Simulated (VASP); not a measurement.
# SnO in VASP: single point with PBE+D3(BJ)

Aim: the single point of SnO with PBE+D3(BJ).

All numbers are computed with VASP 6.6.1; they aren't measurements. Logs are shortened: lines on timing, memory, paths and dates and some standing lists are left out, and cuts for length are marked.

### Step 1. The cell of the first run

The cell holds a slab with vacuum, 8 atoms: a = 3.820 Å, b = 3.820 Å, c = 22.226 Å, α = 90.00°, β = 90.00°, γ = 90.00°.

### Step 2. Single point, PBE+D3(BJ) (layers slid over each other)

Contents of INCAR:

```
SYSTEM = SnO
ALGO     = Normal         ! electronic algorithm
DIPOL    = 0.5 0.5 0.403
EDIFF    = 1E-6           ! SCF threshold, eV
ENCUT    = 910            ! plane-wave cutoff, eV
GGA      = PE             ! functional
GGA_COMPAT= .False.      
IDIPOL   = 3            
ISIF     = 2              ! what is computed and relaxed
ISMEAR   = 0              ! smearing method
IVDW     = 12             ! dispersion correction
LASPH    = .True.         ! aspherical terms in the spheres
LCHARG   = .False.        ! write CHGCAR
LDIPOL   = .True.       
LREAL    = .False.        ! projectors in reciprocal space
LWAVE    = .False.        ! write WAVECAR
NBANDS   = 50             ! bands
NELM     = 120            ! most SCF steps
NELMDL   = -8           
PREC     = Accurate       ! precision mode
SIGMA    = 0.05           ! smearing width, eV
```

Contents of KPOINTS:

```
k-points
0
Gamma
  7 7 1
  0 0 0
```

Contents of POSCAR:

```
SnO
1.0
    3.8201636883      0.0000000000      0.0000000000
    0.0000000000      3.8201636883      0.0000000000
    0.0000000000      0.0000000000     22.2260802162
Sn O
4 4
Direct
    0.7500000000      0.2500000000      0.2024648501
    0.2500000000      0.7500000000      0.3087831971
    0.3750000000      1.1250000000      0.4977503906
   -0.1250000000      1.6250000000      0.6040687375
    0.2500000000      0.2500000000      0.2556240236
    0.7500000000      0.7500000000      0.2556240236
   -0.1250000000      1.1250000000      0.5509095640
    0.3750000000      1.6250000000      0.5509095640
```

Potentials or basis: VASP PAW PBE potentials, release 64 (Sn_d, O_h).

Started as:

```sh
> cat potpaw_PBE.64/Sn_d/POTCAR potpaw_PBE.64/O_h/POTCAR > POTCAR
> mpirun -np 1 vasp_std > vasp.out
```

OUTCAR:

```text
SYSTEM = SnO
   EDIFF = 1E-6
   ENCUT = 910
   GGA = PE
   ISIF = 2
   ISMEAR = 0
   IVDW = 12
   LASPH = .True.
   LREAL = .False.
   NELM = 120
   NELMDL = -8
   PREC = Accurate
 IVDW          = 12

 ion  position               nearest neighbor table
   1  0.750  0.250  0.202-   5 2.25   6 2.25   6 2.25   5 2.25   2 3.59   2 3.59   2 3.59   2 3.59

   2  0.250  0.750  0.309-   5 2.25   6 2.25   5 2.25   6 2.25   1 3.59   1 3.59   1 3.59   1 3.59

   3  0.375  0.125  0.498-   7 2.25   8 2.25   8 2.25   7 2.25   4 3.59   4 3.59   4 3.59   4 3.59

   4  0.875  0.625  0.604-   7 2.25   8 2.25   7 2.25   8 2.25   3 3.59   3 3.59   3 3.59   3 3.59

   5  0.250  0.250  0.256-   1 2.25   2 2.25   2 2.25   1 2.25
   6  0.750  0.750  0.256-   1 2.25   2 2.25   1 2.25   2 2.25
   7  0.875  0.125  0.551-   3 2.25   3 2.25   4 2.25   4 2.25
   8  0.375  0.625  0.551-   3 2.25   3 2.25   4 2.25   4 2.25

  LATTYP: Found a simple tetragonal cell.
 ALAT       =     3.8201636883
 C/A-ratio  =     5.8180962989

  Lattice vectors:

 A1 = (   3.8201636883,   0.0000000000,   0.0000000000)
 A2 = (   0.0000000000,   3.8201636883,   0.0000000000)
 A3 = (   0.0000000000,   0.0000000000,  22.2260802162)

Analysis of symmetry for initial positions (statically):
=====================================================================
 Subroutine PRICEL returns:
 Original cell was already a primitive cell.

 Routine SETGRP: Setting up the symmetry group for a
 simple tetragonal supercell.

 Subroutine GETGRP returns: Found  2 space group operations
 (whereof  1 operations were pure point group operations)
 out of a pool of 16 trial point group operations.

The static configuration has the point symmetry C_1 .
 The point group associated with its full space group is S_2 .

Analysis of symmetry for dynamics (positions and initial velocities):
=====================================================================
 Subroutine PRICEL returns:
 Original cell was already a primitive cell.

 Routine SETGRP: Setting up the symmetry group for a
 simple tetragonal supercell.

 Subroutine GETGRP returns: Found  2 space group operations
 (whereof  1 operations were pure point group operations)
 out of a pool of 16 trial point group operations.

The dynamic configuration has the point symmetry C_1 .
 The point group associated with its full space group is S_2 .

 Subroutine INISYM returns: Found  2 space group operations
 (whereof  1 operations are pure point group operations),
 and found     1 'primitive' translations

----------------------------------------------------------------------------------------

                                     Primitive cell

  volume of cell :     324.3596

  direct lattice vectors                    reciprocal lattice vectors
     3.820163688  0.000000000  0.000000000     0.261768888  0.000000000  0.000000000
     0.000000000  3.820163688  0.000000000     0.000000000  0.261768888  0.000000000
     0.000000000  0.000000000 22.226080216     0.000000000  0.000000000  0.044992189

  length of vectors
     3.820163688  3.820163688 22.226080216     0.261768888  0.261768888  0.044992189

  position of ions in fractional coordinates (direct lattice)
     0.750000000  0.250000000  0.202464850
     0.250000000  0.750000000  0.308783197
     0.375000000  0.125000000  0.497750391
     0.875000000  0.625000000  0.604068738
     0.250000000  0.250000000  0.255624024
     0.750000000  0.750000000  0.255624024
     0.875000000  0.125000000  0.550909564
     0.375000000  0.625000000  0.550909564

  ion indices of the primitive-cell ions
   primitive index   ion index
                 1           1
                 2           2
                 3           3
                 4           4
                 5           5
                 6           6
                 7           7
                 8           8

----------------------------------------------------------------------------------------

 KPOINTS: k-points

Automatic generation of k-mesh.
 Grid dimensions read from file:
 generate k-points for:    7    7    1

 Generating k-lattice:

  Cartesian coordinates                     Fractional coordinates (reciprocal lattice)
     0.037395555  0.000000000  0.000000000     0.142857143  0.000000000  0.000000000
     0.000000000  0.037395555  0.000000000     0.000000000  0.142857143  0.000000000
     0.000000000  0.000000000  0.044992189     0.000000000  0.000000000  1.000000000

  Length of vectors
     0.037395555  0.037395555  0.044992189

  Shift w.r.t. Gamma in fractional coordinates (k-lattice)
     0.000000000  0.000000000  0.000000000

 Subroutine IBZKPT returns following result:
 ===========================================

 Found     25 irreducible k-points:

 Following reciprocal coordinates:
            Coordinates               Weight
  0.000000  0.000000  0.000000      1.000000
  0.142857  0.000000  0.000000      2.000000
  0.000000  0.142857  0.000000      2.000000
  0.285714  0.000000  0.000000      2.000000
  0.000000  0.285714  0.000000      2.000000
  0.428571  0.000000  0.000000      2.000000
[... 16 lines left out ...]
  0.285714  0.428571  0.000000      2.000000
  0.428571  0.428571  0.000000      2.000000
   k-points           NKPTS =     25   k-points in BZ     NKDIM =     25   number of bands    NBANDS=     50
   number of dos      NEDOS =    301   number of ions     NIONS =      8
   total plane-waves  NPLWV = 358400
   dimension x,y,z NGX =    40 NGY =   40 NGZ =  224
   dimension x,y,z NGXF=    80 NGYF=   80 NGZF=  448
   ions per type =               4   4
   NGX,Y,Z   is equivalent  to a cutoff of  17.41, 17.41, 16.75 a.u.
   NGXF,Y,Z  is equivalent  to a cutoff of  34.81, 34.81, 33.51 a.u.
 SYSTEM =  SnO
   PREC   = accura    normal or accurate (medium, high low for compatibility)
   ISTART =      0    job   : 0-new  1-cont  2-samecut
   ICHARG =      2    charge: 1-file 2-atom 10-const
   ISPIN  =      1    spin polarized calculation?
   LNONCOLLINEAR =      F non collinear calculations
   LSORBIT =      F    spin-orbit coupling
   LASPH  =      T    aspherical Exc in radial PAW
   ENCUT  =  910.0 eV  66.88 Ry    8.18 a.u.   9.40  9.40 54.67*2*pi/ulx,y,z
   NELM   =    120;   NELMIN=  2; NELMDL= -8     # of ELM steps
   EDIFF  = 0.1E-05   stopping-criterion for ELM
   LREAL  =      F    real-space projection
   EDIFFG = 0.1E-04   stopping-criterion for IOM
   NSW    =      0    number of steps for IOM
   IBRION =     -1    ionic relax: 0-MD 1-quasi-New 2-CG
   NFREE  =      0    steps in history (QN), initial steepest desc. (CG)
   ISIF   =      2    stress and relaxation
   ISYM   =      2    0-nonsym 1-usesym 2-fastsym
   POTIM  = 0.5000    time-step for ionic-motion
   TEBEG  =    0.0;   TEEND  =   0.0 temperature during run
   PSTRESS=    0.0 pullay stress
   NELECT =      80.0000    total number of electrons
   NUPDOWN=      -1.0000    fix difference up-down
   EMIN   =  10.00;   EMAX   =-10.00  energy-range for DOS
   EFERMI =   0.00;   METHOD = LEGACY
   ISMEAR =     0;   SIGMA  =   0.05  broadening in eV -4-tet -1-fermi 0-gaus
   EFERMI_NEDOS =   21; number of points for ismear=-14 and -15
   IALGO  =     38    algorithm
   IMIX   =      4    mixing-type and parameters
     AMIX     =   0.40;   BMIX     =  1.00
     AMIX_MAG =   1.60;   BMIX_MAG =  1.00
  volume/ion in A,a.u.               =      40.54       273.61
  Fermi-wavevector in a.u.,A,eV,Ry     =   1.026666  1.940118 14.341129  1.054043
  Thomas-Fermi vector in A             =   2.160571
   LORBIT       =      0    0 simple, 1 ext, 2 COOP (PROOUT), +10 PAW based schemes
   GGA     = PE    functional components
   LHFCALC =     F    Hartree Fock is set to
   AEXX    =    0.0000 exact exchange contribution
   IVDW    =    12    specifies the selected vdW correction
   LEPSILON=     F    determine dielectric tensor
   LRPA    =     F    only Hartree local field effects (RPA)
 non-spin polarized calculation
 Gauss-broadening in eV      SIGMA  =   0.05
  energy-cutoff  :      910.00
  volume of cell :      324.36
 maximum number of plane-waves:     20289
 NGX is ok and might be reduce to    40
   NGX = 19   NGY = 19   NGZ =109

 dipolmoment           0.000000      0.000000      0.000127 electrons x Angstroem

 number of electron      79.9999987 magnetization

 dipolmoment           0.000000      0.000000     -0.000001 electrons x Angstroem

 Free energy of the ion-electron system (eV)
  ---------------------------------------------------
  ext. energy  EPLUGINS =         0.00000000
  ---------------------------------------------------
  free energy    TOTEN  =       -45.19683038 eV

  energy without entropy =      -45.19683038  energy(sigma->0) =      -45.19683038

 E-fermi :   0.1410     XC(G=0):  -5.3203

 val. band max:       -0.1144872930   @ k =  -0.1429   0.1429   0.0000
 cond. band min:       2.3970618701   @ k =   0.4286   0.0000   0.0000
 fundamental gap:      2.5115491632
 Fermi energy:         0.1410275518

 k-point     1 :       0.0000    0.0000    0.0000
  band No.  band energies     occupation
      1     -20.9583      2.00000
      2     -20.9583      2.00000
      3     -20.5978      2.00000
      4     -20.5978      2.00000
      5     -20.5602      2.00000
      6     -20.5600      2.00000
[... 42 lines left out ...]
     49       5.2997      0.00000
     50       5.3094      0.00000

 k-point     2 :       0.1429    0.0000    0.0000
  band No.  band energies     occupation
      1     -20.9494      2.00000
      2     -20.9493      2.00000
      3     -20.5985      2.00000
      4     -20.5984      2.00000
      5     -20.5618      2.00000
      6     -20.5614      2.00000
[... 1158 lines left out ...]
 k-point    24 :       0.4286    0.4286    0.0000
  band No.  band energies     occupation
      1     -20.8992      2.00000
      2     -20.8989      2.00000
      3     -20.8851      2.00000
      4     -20.8850      2.00000
      5     -20.5647      2.00000
      6     -20.5646      2.00000
[... 42 lines left out ...]
     49       6.2260      0.00000
     50       6.4776      0.00000

 [... further k-points ...]

------------------------ aborting loop because EDIFF is reached ----------------------------------------

 vacuum level on the upper side and lower side of the slab       (xc-potential included)        -0.137        -0.135

 Edisp (eV)   -1.23801

 E8    (eV) :    -0.5474

  FORCE on cell =-STRESS in cart. coord.  units (eV):
  Direction    XX          YY          ZZ          XY          YZ          ZX
  --------------------------------------------------------------------------------------
  -------------------------------------------------------------------------------------
  Total       0.03923     0.09511    -0.17277     0.01302     0.16282     0.10650
  in kB       0.19378     0.46982    -0.85338     0.06429     0.80424     0.52604
  external pressure =       -0.06 kB  Pullay stress =        0.00 kB

 VOLUME and BASIS-vectors are now :
 -----------------------------------------------------------------------------
  energy-cutoff  :      910.00
  volume of cell :      324.36
      direct lattice vectors                 reciprocal lattice vectors
     3.820163688  0.000000000  0.000000000     0.261768888  0.000000000  0.000000000
     0.000000000  3.820163688  0.000000000     0.000000000  0.261768888  0.000000000
     0.000000000  0.000000000 22.226080216     0.000000000  0.000000000  0.044992189

 POSITION                                       TOTAL-FORCE (eV/Angst)
 -----------------------------------------------------------------------------------
      2.86512      0.95504      4.50000        -0.002034     -0.003099     -0.073769
      0.95504      2.86512      6.86304        -0.008635     -0.017178      0.125275
      1.43256      0.47752     11.06304         0.008635      0.017178     -0.125275
      3.34264      2.38760     13.42608         0.002034      0.003099      0.073769
      0.95504      0.95504      5.68152         0.004208     -0.015706      0.006257
      2.86512      2.86512      5.68152        -0.012018      0.006105      0.006787
      3.34264      0.47752     12.24456         0.012018     -0.006105     -0.006787
      1.43256      2.38760     12.24456        -0.004208      0.015706     -0.006257
 -----------------------------------------------------------------------------------
    total drift:                               -0.000000      0.000000      0.000094

  FREE ENERGIE OF THE ION-ELECTRON SYSTEM (eV)
  ---------------------------------------------------
  free  energy   TOTEN  =       -46.4348402341 eV

  energy  without entropy=      -46.4348402341  energy(sigma->0) =      -46.43484023

 vacuum level on the upper side and lower side of the slab         4.903         4.906
```

Run time: 18 min. Hardware: 1 thread of Intel Xeon 6975P-C (Granite Rapids), shared host; peak memory 1.1 GiB.

What came out:

```yaml
Free_energy: -46.4348 eV
Largest_force: 0.127 eV/Å
Band_gap_on_the_k_mesh: 2.51 eV (least direct gap 2.57 eV)
Dispersion_energy_per_atom: -0.155 eV
```

Forces in eV/Å, atoms in the order of the input:
```
Sn  -0.002 -0.003 -0.074
Sn  -0.009 -0.017  0.125
Sn   0.009  0.017 -0.125
Sn   0.002  0.003  0.074
O    0.004 -0.016  0.006
O   -0.012  0.006  0.007
O    0.012 -0.006 -0.007
O   -0.004  0.016 -0.006
```

Levels at points of the mesh, in eV from the valence-band top:
| k point | band 37 | band 38 | band 39 | band 40 | band 41 | band 42 | band 43 | band 44 |
| --- | --- | --- | --- | --- | --- | --- | --- | --- |
| (0.00, 0.00, 0.00) | -1.94 | -1.94 | -0.59 | -0.03 | 2.54 | 2.88 | 2.88 | 3.80 |

Caveat: the cell differs from its parent crystal (layers slid over each other); spin-orbit coupling is left out, which moves the levels of the heavy elements.
